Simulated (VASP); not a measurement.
A run of VASP 6.6.1:

The input INCAR:

```
  ALGO = Normal
  EDIFF = 1E-8
  ENCUT = 520
  GGA = PS
  ISIF = 2
  ISMEAR = -1
  LASPH = True
  LCHARG = False
  LEFG = True
  LREAL = False
  LWAVE = False
  NBANDS = 12
  NELM = 100
  PREC = Accurate
  SIGMA = 0.05
```

File KPOINTS:

```
k-points
0
Gamma
  9 9 14
```

Contents of POSCAR:

```
Be
1.0
    3.7468140000      0.0000000000      0.0000000000
    0.0000000000      3.7468140000      0.0000000000
    0.0000000000      0.0000000000      2.2812800000
Be
4
Direct
    0.2974080000      0.2974080000      0.0000000000
    0.7025920000      0.7025920000      0.0000000000
    0.2025920000      0.7974080000      0.5000000000
    0.7974080000      0.2025920000      0.5000000000
```

Potentials or basis: VASP PAW PBE potentials, release 64 (Be).

The run is started by

```sh
$ cat potpaw_PBE.64/Be/POTCAR > POTCAR
$ mpirun -np 1 vasp_std > vasp.out
```

Hardware: 1 thread of Intel Xeon 8259CL (shared host).

**Question.** Estimate the wall time of this run.

**Answer.** Run time: 60 s on 1 thread of Intel Xeon 8259CL, on a shared host, peak memory 0.15 GiB. Counts: scf iterations 12, k points 120.
